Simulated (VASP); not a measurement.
SiO2: single point with r2SCAN

Crystal: SiO2.

```xyz
24
Lattice="-4.9423 4.9423 4.9423 4.9423 -4.9423 4.9423 4.9423 4.9423 -4.9423" Properties=species:S:1:pos:R:3 pbc="T T T"
Si    1.5504    1.5504    1.5504
Si    1.5504   -1.5504    1.5504
Si    1.5504    1.5504   -1.5504
Si   -1.5504    1.5504    1.5504
Si    3.3919    3.3919   -3.3919
Si   -3.3919    3.3919    3.3919
Si    3.3919   -3.3919    3.3919
Si    3.3919    3.3919    3.3919
O     2.4711    2.4711    2.4711
O     2.4711   -2.4711    2.4711
O     2.4711    2.4711   -2.4711
O    -2.4711    2.4711    2.4711
O     1.8673    1.8673    0.0000
O     1.8673    0.0000    1.8673
O    -3.0750    4.9423    3.0750
O     4.9423   -3.0750    3.0750
O     0.0000    1.8673    1.8673
O     3.0750   -3.0750    4.9423
O    -3.0750    3.0750    4.9423
O     3.0750    4.9423   -3.0750
O     4.9423    3.0750    3.0750
O     3.0750    4.9423    3.0750
O     4.9423    3.0750   -3.0750
O     3.0750    3.0750    4.9423
```

| Item | Value |
| --- | --- |
| Program | VASP 6.6.1 |
| Task | single point |
| Functional | r2SCAN |
| Potentials or basis | VASP PAW PBE potentials, release 64 (Si, O) |
| Cutoff | 520 eV |
| k mesh | 4 × 4 × 4 |
| Occupations | gaussian, width 0.02 eV |
| Spin | no spin polarisation |
| Dipole correction | no |
| Further INCAR settings | LREAL = Auto; ALGO = Normal; EDIFF = 1e-06; NBANDS = 82 |

| Item | Value |
| --- | --- |
| Pressure | 0.1 GPa |
| Largest force | 0.080 eV/Å |
| Band gap on the k mesh | 6.26 eV |

Forces on the atoms (eV/Å):
```
Si   0.046  0.046  0.046
Si   0.046 -0.046  0.046
Si   0.046  0.046 -0.046
Si  -0.046  0.046  0.046
Si  -0.046 -0.046  0.046
Si   0.046 -0.046 -0.046
Si  -0.046  0.046 -0.046
Si  -0.046 -0.046 -0.046
O    0.000  0.000  0.000
O    0.000  0.000  0.000
O    0.000  0.000  0.000
O    0.000  0.000  0.000
O    0.000  0.000  0.000
O    0.000  0.000  0.000
O    0.000  0.000  0.000
O    0.000  0.000  0.000
O    0.000  0.000  0.000
O    0.000  0.000  0.000
O    0.000  0.000  0.000
O    0.000  0.000  0.000
O    0.000  0.000  0.000
O    0.000  0.000  0.000
O    0.000  0.000  0.000
O    0.000  0.000  0.000
```

Levels at points of the mesh, in eV from the valence-band top:
| k point | band 61 | band 62 | band 63 | band 64 | band 65 | band 66 | band 67 | band 68 |
| --- | --- | --- | --- | --- | --- | --- | --- | --- |
| (0.00, 0.00, 0.00) | -0.12 | -0.12 | -0.12 | 0.00 | 6.26 | 8.21 | 9.38 | 9.38 |
| (0.50, 0.00, 0.00) | -0.44 | -0.34 | -0.22 | -0.01 | 6.99 | 7.68 | 8.38 | 9.03 |
| (0.50, 0.50, 0.50) | -0.73 | -0.17 | -0.17 | -0.02 | 7.40 | 8.40 | 8.40 | 8.40 |

Run time: 22 min on 1 thread of AMD EPYC 9R45 96-Core Processor (Zen 5), on a shared host, peak memory 0.68 GiB.

Caveat: the PAW data sets were made with another functional, which shifts forces and pressure a little. A k mesh can miss the band edges.
